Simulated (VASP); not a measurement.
# Pd (Fm-3m) in VASP: further runs

Pd is run at these levels: PBEsol, PBE, r2SCAN; tasks: single point.

Everything below comes from runs of VASP 6.6.1. Logs are shortened: lines on timing, memory, paths and dates and some standing lists are left out, and cuts for length are marked.

## 1. The cell of the first run

Symmetry: Fm-3m, No. 225, cubic system. The conventional cell has a = 3.877 Å, b = 3.877 Å, c = 3.877 Å, α = 90.00°, β = 90.00°, γ = 90.00°. Within 3.6 Å of Pd (site symmetry m-3m) lie 12 Pd at 2.74 Å.

## 2. Single point, PBEsol

Contents of INCAR:

```
PREC     = Accurate       # precision mode
ENCUT    = 500            # plane-wave cutoff, eV
EDIFF    = 1E-6           # SCF threshold, eV
ISMEAR   = -1             # smearing method
SIGMA    = 0.05           # smearing width, eV
LREAL    = False          # projectors in reciprocal space
LASPH    = True           # aspherical terms in the spheres
NELM     = 120            # most SCF steps
ALGO     = Normal         # electronic algorithm
ISIF     = 2              # what is computed and relaxed
LWAVE    = False          # write WAVECAR
LCHARG   = True           # write CHGCAR
GGA      = PS             # functional
LELF     = True           # ELF
LVHAR    = True         
NBANDS   = 11             # bands
GGA_COMPAT= False
```

Contents of KPOINTS:

```
regular mesh
0
Gamma
  11 11 11
```

Contents of POSCAR:

```
Pd
1.0
    0.0000000000      1.9387450000      1.9387450000
    1.9387450000      0.0000000000      1.9387450000
    1.9387450000      1.9387450000      0.0000000000
Pd
1
Direct
    0.0000000000      0.0000000000      0.0000000000
```

Potentials or basis: VASP PAW PBE potentials, release 64 (Pd).

Started as:

```console
$ cat potpaw_PBE.64/Pd/POTCAR > POTCAR
$ mpirun -np 1 vasp_std > vasp.out
```

OUTCAR:

```text
PREC = Accurate
   ENCUT = 500
   EDIFF = 1E-6
   ISMEAR = -1
   LREAL = False
   LASPH = True
   NELM = 120
   ISIF = 2
   GGA = PS

 ion  position               nearest neighbor table
   1  0.000  0.000  0.000-

  LATTYP: Found a face centered cubic cell.
 ALAT       =     3.8774900000

  Lattice vectors:

 A1 = (   0.0000000000,   1.9387450000,   1.9387450000)
 A2 = (   1.9387450000,   0.0000000000,   1.9387450000)
 A3 = (   1.9387450000,   1.9387450000,   0.0000000000)

Analysis of symmetry for initial positions (statically):
=====================================================================
 Subroutine PRICEL returns:
 Original cell was already a primitive cell.

 Routine SETGRP: Setting up the symmetry group for a
 face centered cubic supercell.

 Subroutine GETGRP returns: Found 48 space group operations
 (whereof 48 operations were pure point group operations)
 out of a pool of 48 trial point group operations.

The static configuration has the point symmetry O_h .

Analysis of symmetry for dynamics (positions and initial velocities):
=====================================================================
 Subroutine PRICEL returns:
 Original cell was already a primitive cell.

 Routine SETGRP: Setting up the symmetry group for a
 face centered cubic supercell.

 Subroutine GETGRP returns: Found 48 space group operations
 (whereof 48 operations were pure point group operations)
 out of a pool of 48 trial point group operations.

The dynamic configuration has the point symmetry O_h .

 Subroutine INISYM returns: Found 48 space group operations
 (whereof 48 operations are pure point group operations),
 and found     1 'primitive' translations

----------------------------------------------------------------------------------------

                                     Primitive cell

  volume of cell :      14.5744

  direct lattice vectors                    reciprocal lattice vectors
     0.000000000  1.938745000  1.938745000    -0.257898795  0.257898795  0.257898795
     1.938745000  0.000000000  1.938745000     0.257898795 -0.257898795  0.257898795
     1.938745000  1.938745000  0.000000000     0.257898795  0.257898795 -0.257898795

  length of vectors
     2.741799473  2.741799473  2.741799473     0.446693817  0.446693817  0.446693817

  position of ions in fractional coordinates (direct lattice)
     0.000000000  0.000000000  0.000000000
[... 74 lines left out ...]
   ENCUT  =  500.0 eV  36.75 Ry    6.06 a.u.   5.00  5.00  5.00*2*pi/ulx,y,z
   NELM   =    120;   NELMIN=  2; NELMDL= -5     # of ELM steps
   EDIFF  = 0.1E-05   stopping-criterion for ELM
   LREAL  =      F    real-space projection
   EDIFFG = 0.1E-04   stopping-criterion for IOM
   NSW    =      0    number of steps for IOM
   IBRION =     -1    ionic relax: 0-MD 1-quasi-New 2-CG
   NFREE  =      0    steps in history (QN), initial steepest desc. (CG)
   ISIF   =      2    stress and relaxation
   ISYM   =      2    0-nonsym 1-usesym 2-fastsym
   POTIM  = 0.5000    time-step for ionic-motion
   TEBEG  =    0.0;   TEEND  =   0.0 temperature during run
   PSTRESS=    0.0 pullay stress
   NELECT =      10.0000    total number of electrons
   NUPDOWN=      -1.0000    fix difference up-down
   EMIN   =  10.00;   EMAX   =-10.00  energy-range for DOS
   EFERMI =   0.00;   METHOD = LEGACY
   ISMEAR =    -1;   SIGMA  =   0.05  broadening in eV -4-tet -1-fermi 0-gaus
   EFERMI_NEDOS =   21; number of points for ismear=-14 and -15
   IALGO  =     38    algorithm
   IMIX   =      4    mixing-type and parameters
     AMIX     =   0.40;   BMIX     =  1.00
     AMIX_MAG =   1.60;   BMIX_MAG =  1.00
  volume/ion in A,a.u.               =      14.57        98.35
  Fermi-wavevector in a.u.,A,eV,Ry     =   1.443923  2.728619 28.366986  2.084915
  Thomas-Fermi vector in A             =   2.562276
   LORBIT       =      0    0 simple, 1 ext, 2 COOP (PROOUT), +10 PAW based schemes
   GGA     = PS    functional components
   LHFCALC =     F    Hartree Fock is set to
   AEXX    =    0.0000 exact exchange contribution
   IVDW    =     0    specifies the selected vdW correction
   LEPSILON=     F    determine dielectric tensor
   LRPA    =     F    only Hartree local field effects (RPA)
 non-spin polarized calculation
  energy-cutoff  :      500.00
  volume of cell :       14.57
 maximum number of plane-waves:       378
   NGX =  9   NGY =  9   NGZ =  9

 number of electron      10.0000002 magnetization

 Free energy of the ion-electron system (eV)
  ---------------------------------------------------
  ext. energy  EPLUGINS =         0.00000000
  ---------------------------------------------------
  free energy    TOTEN  =        -5.95481616 eV

  energy without entropy =       -5.93358943  energy(sigma->0) =       -5.94420280

 E-fermi :   9.8578     XC(G=0): -13.4532

 val. band max:        9.8362647276   @ k =  -0.4545   0.3636   0.0909
 cond. band min:       9.8679375031   @ k =   0.4545   0.1818   0.0000
 fundamental gap:      0.0316727755
 Fermi energy:         9.8578440654

 k-point     1 :       0.0000    0.0000    0.0000
  band No.  band energies     occupation
      1       2.4905      2.00000
      2       6.9256      2.00000
      3       6.9256      2.00000
      4       6.9256      2.00000
      5       8.5895      2.00000
      6       8.5895      2.00000
      7      26.9563      0.00000
      8      31.7936      0.00000
      9      31.7936      0.00000
     10      31.7936      0.00000
     11      35.9092      0.00000
[... 309 lines left out ...]
 k-point    24 :      -0.1818    0.1818    0.0000
  band No.  band energies     occupation
      1       5.0007      2.00000
      2       6.2184      2.00000
      3       7.1272      2.00000
      4       7.8572      2.00000
      5       7.9134      2.00000
      6       9.9907      0.13103
      7      24.9226      0.00000
      8      25.9061      0.00000
      9      31.0304      0.00000
     10      32.3952      0.00000
     11      35.0056      0.00000

 [... further k-points ...]
[... 5 lines left out ...]
  --------------------------------------------------------------------------------------
  -------------------------------------------------------------------------------------
  Total       -0.0119471     -0.0119471     -0.0119471      0.0000000     -0.0000000      0.0000000
  in kB       -1.3133487     -1.3133487     -1.3133487      0.0000000     -0.0000000      0.0000000
  external PRESSURE =      -1.3133487 kB  Pullay stress =       0.0000000 kB

 VOLUME and BASIS-vectors are now :
 -----------------------------------------------------------------------------
  energy-cutoff  :      500.00
  volume of cell :       14.57
      direct lattice vectors                 reciprocal lattice vectors
     0.000000000  1.938745000  1.938745000    -0.257898795  0.257898795  0.257898795
     1.938745000  0.000000000  1.938745000     0.257898795 -0.257898795  0.257898795
     1.938745000  1.938745000  0.000000000     0.257898795  0.257898795 -0.257898795

 POSITION                                       TOTAL-FORCE (eV/Angst)
 -----------------------------------------------------------------------------------
      0.00000      0.00000      0.00000        -0.000000      0.000000      0.000000
 -----------------------------------------------------------------------------------
    total drift:                                0.000000      0.000000      0.000000

  FREE ENERGIE OF THE ION-ELECTRON SYSTEM (eV)
  ---------------------------------------------------
  free  energy   TOTEN  =        -5.9548161573 eV

  energy  without entropy=       -5.9335894329  energy(sigma->0) =       -5.94420280
```

stdout:

```text
POSCAR found type information on POSCAR Pd
 POSCAR found :  1 types and       1 ions
 scaLAPACK will be used
 -----------------------------------------------------------------------------
|                                                                             |
|                                                                             |
|     You enforced a specific xc type in the INCAR file but a different       |
|     I HOPE YOU KNOW WHAT YOU ARE DOING!                                     |
|                                                                             |
 -----------------------------------------------------------------------------

 LDA part: xc-table for (Slater+PW92), standard interpolation
 POSCAR, INCAR and KPOINTS ok, starting setup
 FFT: planning ... GRIDC
 FFT: planning ... GRID_SOFT
 FFT: planning ... GRID
 WAVECAR not read
 entering main loop
```

It took 6.3 s on 1 thread of Intel Xeon Platinum 8375C at 2.90GHz (Ice Lake), shared host; peak memory 0.13 GiB.

What came out:

```
Free energy            : -5.9548 eV
Pressure               : -0.1 GPa
Band gap on the k mesh : zero (band 5 reaches 10.08 eV, above the bottom of band 6 at 8.54 eV)
```

Caveat: the PAW data sets were made with another functional, which shifts forces and pressure a little.

## 3. Single point, PBE

Contents of INCAR:

```
PREC = Accurate
ENCUT = 500
EDIFF = 1E-6
ISMEAR = -1
SIGMA = 0.05
LREAL = F
LASPH = T
NELM = 120
ALGO = Normal
ISIF = 2
LWAVE = F
LCHARG = F
GGA = PE
NBANDS = 11
GGA_COMPAT = F
```

KPOINTS is that of step 2.

POSCAR is that of step 2.

Potentials or basis: VASP PAW PBE potentials, release 64 (Pd).

Started as:

```console
$ cat potpaw_PBE.64/Pd/POTCAR > POTCAR
$ mpirun -np 1 vasp_std > vasp.out
```

Run time: 6.7 s. Hardware: 1 thread of Intel Xeon Platinum 8375C at 2.90GHz (Ice Lake), shared host; peak memory 0.13 GiB.

Results (log left out):

- Free energy: -5.1921 eV
- Pressure: 9.8 GPa
- Band gap on the k mesh: zero (band 5 reaches 10.23 eV, above the bottom of band 6 at 8.69 eV)

Levels at points of the mesh, in eV from the Fermi level:
```tsv
k point	band 1	band 2	band 3	band 4	band 5	band 6	band 7	band 8	band 9	band 10
(0.00, 0.00, 0.00)	-7.27	-2.92	-2.92	-2.92	-1.27	-1.27	17.17	22.01	22.01	22.01
```

## 4. Single point, r2SCAN

POSCAR is that of step 3.

Contents of INCAR.step1:

```
SYSTEM = Pd
PREC = Accurate ; ENCUT = 550
ISMEAR = -1 ; SIGMA = 0.05
LREAL = .FALSE. ; LASPH = .TRUE.
NELM = 120 ; NBANDS = 11
GGA = PE ; ALGO = Normal
EDIFF = 1E-5 ; LWAVE = .TRUE.
LCHARG = .FALSE. ; GGA_COMPAT = .FALSE.
```

Contents of INCAR.step2:

```
SYSTEM = Pd
PREC = Accurate ; ENCUT = 550
EDIFF = 1E-6 ; ISMEAR = -1
SIGMA = 0.05 ; LREAL = .FALSE.
LASPH = .TRUE. ; NELM = 120
ALGO = Normal ; ISIF = 2
LWAVE = .FALSE. ; LCHARG = .TRUE.
METAGGA = R2SCAN ; LMIXTAU = .TRUE.
LELF = .TRUE. ; LVHAR = .TRUE.
NBANDS = 11 ; ISTART = 1
GGA_COMPAT = .FALSE.
```

Contents of KPOINTS:

```
regular mesh
0
G
  11 11 11
  0 0 0
```

Started as:

```console
$ cat potpaw_PBE.64/Pd/POTCAR > POTCAR
$ cp INCAR.step1 INCAR
$ mpirun -np 1 vasp_std > vasp.out
$ cp INCAR.step2 INCAR
$ mpirun -np 1 vasp_std > vasp.out
```

It took 30 s on 1 thread of Intel Xeon Platinum 8375C at 2.90GHz (Ice Lake), shared host; peak memory 0.15 GiB.

It converged, with:

* Free energy: -22.9345 eV
* Pressure: 5.8 GPa
* Band gap on the k mesh: zero (band 5 reaches 10.08 eV, above the bottom of band 6 at 8.45 eV)

Levels at points of the mesh, in eV from the Fermi level:
| k point | band 3 | band 4 | band 5 | band 6 | band 7 | band 8 |
| --- | --- | --- | --- | --- | --- | --- |
| (0.00, 0.00, 0.00) | -3.00 | -3.00 | -1.36 | -1.36 | 18.00 | 22.42 |

Caveat: the PAW data sets were made with another functional, which shifts forces and pressure a little.

## 5. Overview

| level | cutoff (eV) | gap on the mesh (eV) | pressure (GPa) |
| --- | --- | --- | --- |
| PBEsol | 500 | none | -0.1 |
| PBE | 500 | none | 9.8 |
| r2SCAN | 550 | none | 5.8 |

Alike in all rows: task single point; potentials or basis VASP PAW PBE potentials, release 64 (Pd); no spin polarisation; cell as given; k mesh 11 × 11 × 11; smearing fermi-dirac 0.05 eV.

Every run on the cell as given and a fine mesh finds a metal. The pressure there spans -0.1 GPa (PBEsol) to 9.8 GPa (PBE); a positive pressure means that this level wants a larger cell, a negative one a smaller.

Caveats: the PAW data sets were made with another functional, which shifts forces and pressure a little (some runs).

Total energies depend on the potentials used, so only differences within one code and one set of settings carry meaning.
